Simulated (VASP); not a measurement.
# N2 in VASP: a series of runs

N2 is run at these levels: PBE+D3(BJ); tasks: single point.

Everything below comes from runs of VASP 6.6.1. Logs are shortened: lines on timing, memory, paths and dates and some standing lists are left out, and cuts for length are marked.

## Step 1: The cell of the first run

The cell holds a molecule in a box, 2 atoms: a = 9.800 Å, b = 10.000 Å, c = 9.400 Å, α = 90.00°, β = 90.00°, γ = 90.00°.

## Step 2: Single point, PBE+D3(BJ)

File INCAR:

```
SYSTEM = N
PREC     = Accurate       ! precision mode
ENCUT    = 910            ! plane-wave cutoff, eV
EDIFF    = 1E-6           ! SCF threshold, eV
ISMEAR   = 0              ! smearing method
SIGMA    = 0.01           ! smearing width, eV
LREAL    = .FALSE.        ! projectors in reciprocal space
LASPH    = .TRUE.         ! aspherical terms in the spheres
NELM     = 120            ! most SCF steps
ALGO     = Normal         ! electronic algorithm
ISIF     = 2              ! what is computed and relaxed
LWAVE    = .FALSE.        ! write WAVECAR
LCHARG   = .TRUE.         ! write CHGCAR
GGA      = PE             ! functional
IVDW     = 12             ! dispersion correction
LELF     = .TRUE.         ! ELF
LVHAR    = .TRUE.       
NBANDS   = 12             ! bands
GGA_COMPAT= .FALSE.      
NELMDL   = -8
```

File KPOINTS:

```
regular mesh
0
G
  1 1 1
  0 0 0
```

File POSCAR:

```
N
1.0
    9.8000000000      0.0000000000      0.0000000000
    0.0000000000     10.0000000000      0.0000000000
    0.0000000000      0.0000000000      9.4000000000
N
2
Direct
    0.4602370620      0.4610316234      0.5000000000
    0.5397629380      0.5389683766      0.5000000000
```

Potentials or basis: VASP PAW PBE potentials, release 64 (N_h).

Launch:

```console
$ cat potpaw_PBE.64/N_h/POTCAR > POTCAR
$ mpirun -np 1 vasp_gam > vasp.out
```

OUTCAR:

```text
SYSTEM = N
   PREC = Accurate
   ENCUT = 910
   EDIFF = 1E-6
   ISMEAR = 0
   LREAL = .FALSE.
   LASPH = .TRUE.
   NELM = 120
   ISIF = 2
   GGA = PE
   IVDW = 12
   NELMDL = -8
 IVDW          = 12

 ion  position               nearest neighbor table
   1  0.460  0.461  0.500-   2 1.10
   2  0.540  0.539  0.500-   1 1.10

  LATTYP: Found a simple orthorhombic cell.
 ALAT       =     9.4000000000
 B/A-ratio  =     1.0425531915
 C/A-ratio  =     1.0638297872

  Lattice vectors:

 A1 = (   0.0000000000,   0.0000000000,   9.4000000000)
 A2 = (   9.8000000000,   0.0000000000,   0.0000000000)
 A3 = (   0.0000000000,  10.0000000000,   0.0000000000)

Analysis of symmetry for initial positions (statically):
=====================================================================
 Subroutine PRICEL returns:
 Original cell was already a primitive cell.

 Routine SETGRP: Setting up the symmetry group for a
 simple orthorhombic supercell.

 Subroutine GETGRP returns: Found  4 space group operations
 (whereof  4 operations were pure point group operations)
 out of a pool of  8 trial point group operations.

The static configuration has the point symmetry C_2h.

Analysis of symmetry for dynamics (positions and initial velocities):
=====================================================================
 Subroutine PRICEL returns:
 Original cell was already a primitive cell.

 Routine SETGRP: Setting up the symmetry group for a
 simple orthorhombic supercell.

 Subroutine GETGRP returns: Found  4 space group operations
 (whereof  4 operations were pure point group operations)
 out of a pool of  8 trial point group operations.

The dynamic configuration has the point symmetry C_2h.

 Subroutine INISYM returns: Found  4 space group operations
 (whereof  4 operations are pure point group operations),
 and found     1 'primitive' translations

----------------------------------------------------------------------------------------

                                     Primitive cell

  volume of cell :     921.2000

  direct lattice vectors                    reciprocal lattice vectors
     9.800000000  0.000000000  0.000000000     0.102040816  0.000000000  0.000000000
     0.000000000 10.000000000  0.000000000     0.000000000  0.100000000  0.000000000
     0.000000000  0.000000000  9.400000000     0.000000000  0.000000000  0.106382979

  length of vectors
     9.800000000 10.000000000  9.400000000     0.102040816  0.100000000  0.106382979

  position of ions in fractional coordinates (direct lattice)
     0.460237062  0.461031623  0.500000000
     0.539762938  0.538968377  0.500000000

  ion indices of the primitive-cell ions
   primitive index   ion index
                 1           1
                 2           2

----------------------------------------------------------------------------------------

 KPOINTS: regular mesh

Automatic generation of k-mesh.
 Grid dimensions read from file:
 generate k-points for:    1    1    1

 Generating k-lattice:

  Cartesian coordinates                     Fractional coordinates (reciprocal lattice)
     0.102040816  0.000000000  0.000000000     1.000000000  0.000000000  0.000000000
     0.000000000  0.100000000  0.000000000     0.000000000  1.000000000  0.000000000
     0.000000000  0.000000000  0.106382979     0.000000000  0.000000000  1.000000000

  Length of vectors
     0.102040816  0.100000000  0.106382979

  Shift w.r.t. Gamma in fractional coordinates (k-lattice)
     0.000000000  0.000000000  0.000000000

 Subroutine IBZKPT returns following result:
 ===========================================

 Found      1 irreducible k-points:

 Following reciprocal coordinates:
            Coordinates               Weight
  0.000000  0.000000  0.000000      1.000000
   k-points           NKPTS =      1   k-points in BZ     NKDIM =      1   number of bands    NBANDS=     12
   number of dos      NEDOS =    301   number of ions     NIONS =      2
   total plane-waves  NPLWV = 903168
   dimension x,y,z NGX =    96 NGY =   98 NGZ =   96
   dimension x,y,z NGXF=   192 NGYF=  196 NGZF=  192
   ions per type =               2
   NGX,Y,Z   is equivalent  to a cutoff of  16.29, 16.29, 16.98 a.u.
   NGXF,Y,Z  is equivalent  to a cutoff of  32.57, 32.58, 33.96 a.u.
 SYSTEM =  N
   PREC   = accura    normal or accurate (medium, high low for compatibility)
   ISTART =      0    job   : 0-new  1-cont  2-samecut
   ICHARG =      2    charge: 1-file 2-atom 10-const
   ISPIN  =      1    spin polarized calculation?
   LNONCOLLINEAR =      F non collinear calculations
   LSORBIT =      F    spin-orbit coupling
   LASPH  =      T    aspherical Exc in radial PAW
   ENCUT  =  910.0 eV  66.88 Ry    8.18 a.u.  24.10 24.60 23.12*2*pi/ulx,y,z
   NELM   =    120;   NELMIN=  2; NELMDL= -8     # of ELM steps
   EDIFF  = 0.1E-05   stopping-criterion for ELM
   LREAL  =      F    real-space projection
   EDIFFG = 0.1E-04   stopping-criterion for IOM
   NSW    =      0    number of steps for IOM
   IBRION =     -1    ionic relax: 0-MD 1-quasi-New 2-CG
   NFREE  =      0    steps in history (QN), initial steepest desc. (CG)
   ISIF   =      2    stress and relaxation
   ISYM   =      2    0-nonsym 1-usesym 2-fastsym
   POTIM  = 0.5000    time-step for ionic-motion
   TEBEG  =    0.0;   TEEND  =   0.0 temperature during run
   PSTRESS=    0.0 pullay stress
   NELECT =      10.0000    total number of electrons
   NUPDOWN=      -1.0000    fix difference up-down
   EMIN   =  10.00;   EMAX   =-10.00  energy-range for DOS
   EFERMI =   0.00;   METHOD = LEGACY
   ISMEAR =     0;   SIGMA  =   0.01  broadening in eV -4-tet -1-fermi 0-gaus
   EFERMI_NEDOS =   21; number of points for ismear=-14 and -15
   IALGO  =     38    algorithm
   IMIX   =      4    mixing-type and parameters
     AMIX     =   0.40;   BMIX     =  1.00
     AMIX_MAG =   1.60;   BMIX_MAG =  1.00
  volume/ion in A,a.u.               =     460.60      3108.28
  Fermi-wavevector in a.u.,A,eV,Ry     =   0.362485  0.684998  1.787744  0.131395
  Thomas-Fermi vector in A             =   1.283805
   LORBIT       =      0    0 simple, 1 ext, 2 COOP (PROOUT), +10 PAW based schemes
   GGA     = PE    functional components
   LHFCALC =     F    Hartree Fock is set to
   AEXX    =    0.0000 exact exchange contribution
   IVDW    =    12    specifies the selected vdW correction
   LEPSILON=     F    determine dielectric tensor
   LRPA    =     F    only Hartree local field effects (RPA)
 non-spin polarized calculation
 Gauss-broadening in eV      SIGMA  =   0.01
  energy-cutoff  :      910.00
  volume of cell :      921.20
 maximum number of plane-waves:     28738
   NGX = 49   NGY = 49   NGZ = 47

 number of electron      10.0000000 magnetization

 Free energy of the ion-electron system (eV)
  ---------------------------------------------------
  ext. energy  EPLUGINS =         0.00000000
  ---------------------------------------------------
  free energy    TOTEN  =       -16.82107090 eV

  energy without entropy =      -16.82107090  energy(sigma->0) =      -16.82107090

 E-fermi :  -9.9774     XC(G=0):  -0.6575

 val. band max:      -10.0686426121   @ k =   0.0000   0.0000   0.0000
 cond. band min:      -1.8197122462   @ k =   0.0000   0.0000   0.0000
 fundamental gap:      8.2489303658
 Fermi energy:        -9.9773842971

 k-point     1 :       0.0000    0.0000    0.0000
  band No.  band energies     occupation
      1     -28.0224      2.00000
      2     -13.3532      2.00000
      3     -11.4137      2.00000
      4     -11.4134      2.00000
      5     -10.0686      2.00000
      6      -1.8197      0.00000
      7      -1.8166      0.00000
      8      -0.1844      0.00000
      9       1.1722      0.00000
     10       1.2260      0.00000
     11       1.3105      0.00000
     12       1.3390      0.00000

------------------------ aborting loop because EDIFF is reached ----------------------------------------

 Edisp (eV)   -0.01207

 E8    (eV) :    -0.0035

  FORCE on cell =-STRESS in cart. coord.  units (eV):
  Direction    XX          YY          ZZ          XY          YZ          ZX
  --------------------------------------------------------------------------------------
  -------------------------------------------------------------------------------------
  Total      -0.03423    -0.03430    -0.06771     0.03383     0.00000     0.00000
  in kB      -0.05953    -0.05965    -0.11775     0.05884     0.00000     0.00000
  external pressure =       -0.08 kB  Pullay stress =        0.00 kB

 VOLUME and BASIS-vectors are now :
 -----------------------------------------------------------------------------
  energy-cutoff  :      910.00
  volume of cell :      921.20
      direct lattice vectors                 reciprocal lattice vectors
     9.800000000  0.000000000  0.000000000     0.102040816  0.000000000  0.000000000
     0.000000000 10.000000000  0.000000000     0.000000000  0.100000000  0.000000000
     0.000000000  0.000000000  9.400000000     0.000000000  0.000000000  0.106382979

 POSITION                                       TOTAL-FORCE (eV/Angst)
 -----------------------------------------------------------------------------------
      4.51032      4.61032      4.70000        -0.046569     -0.046824      0.000000
      5.28968      5.38968      4.70000         0.046569      0.046824      0.000000
 -----------------------------------------------------------------------------------
    total drift:                               -0.000000      0.000000      0.000000

  FREE ENERGIE OF THE ION-ELECTRON SYSTEM (eV)
  ---------------------------------------------------
  free  energy   TOTEN  =       -16.8331384030 eV

  energy  without entropy=      -16.8331384030  energy(sigma->0) =      -16.83313840
```

Run time: 89 s. Hardware: 1 thread of Intel Xeon 6975P-C (Granite Rapids), shared host; peak memory 1.4 GiB.

Results:

| Item | Value |
| --- | --- |
| Free energy | -16.8331 eV |
| Largest force | 0.066 eV/Å |
| Gap between the frontier levels | 8.25 eV |
| Dispersion energy per atom | -0.006 eV |

Forces on the atoms (eV/Å):
```
N   -0.047 -0.047  0.000
N    0.047  0.047  0.000
```

Caveat: the cutoff is under 1.25 times the usual one of these potentials, so pressure, stress and relaxed cells hold a basis-set (Pulay) error.

## Step 3: Single point, PBE+D3(BJ)

File INCAR:

```
SYSTEM = N
ALGO = Normal
EDIFF = 1E-6
ENCUT = 910
GGA = PE
GGA_COMPAT = .FALSE.
ISIF = 2
ISMEAR = 0
IVDW = 12
LASPH = .TRUE.
LCHARG = .TRUE.
LELF = .TRUE.
LREAL = .FALSE.
LVHAR = .TRUE.
LWAVE = .FALSE.
NBANDS = 12
NELM = 120
NELMDL = -8
PREC = Accurate
SIGMA = 0.01
```

File KPOINTS:

```
k-points
0
G
  1 1 1
  0 0 0
```

File POSCAR:

```
N
1.0
    9.8000000000      0.0000000000      0.0000000000
    0.0000000000     10.0000000000      0.0000000000
    0.0000000000      0.0000000000      9.4000000000
N
2
Direct
    0.4602534824      0.4610484127      0.5000000000
    0.5397465176      0.5389515873      0.5000000000
```

Potentials or basis: VASP PAW PBE potentials, release 64 (N_h).

Launch:

```console
$ cat potpaw_PBE.64/N_h/POTCAR > POTCAR
$ mpirun -np 1 vasp_gam > vasp.out
```

It took 2.4 min on 1 thread of Intel Xeon Platinum 8488C (Sapphire Rapids), shared host; peak memory 1.4 GiB.

Results (log left out):

```
Free energy                     : -16.8331 eV
Largest force                   : 0.133 eV/Å
Gap between the frontier levels : 8.25 eV
Dispersion energy per atom      : -0.006 eV
```

Forces on the atoms (eV/Å):
```
N   -0.094 -0.094  0.000
N    0.094  0.094  0.000
```

Levels at points of the mesh, in eV from the valence-band top:
```
           k point  band 1  band 2  band 3  band 4  band 5  band 6  band 7  band 8  band 9  band 10
(0.00, 0.00, 0.00)  -17.96   -3.28   -1.35   -1.35    0.00    8.25    8.26    9.88   11.24    11.30
```

Caveat: the cutoff is under 1.25 times the usual one of these potentials, so pressure, stress and relaxed cells hold a basis-set (Pulay) error.
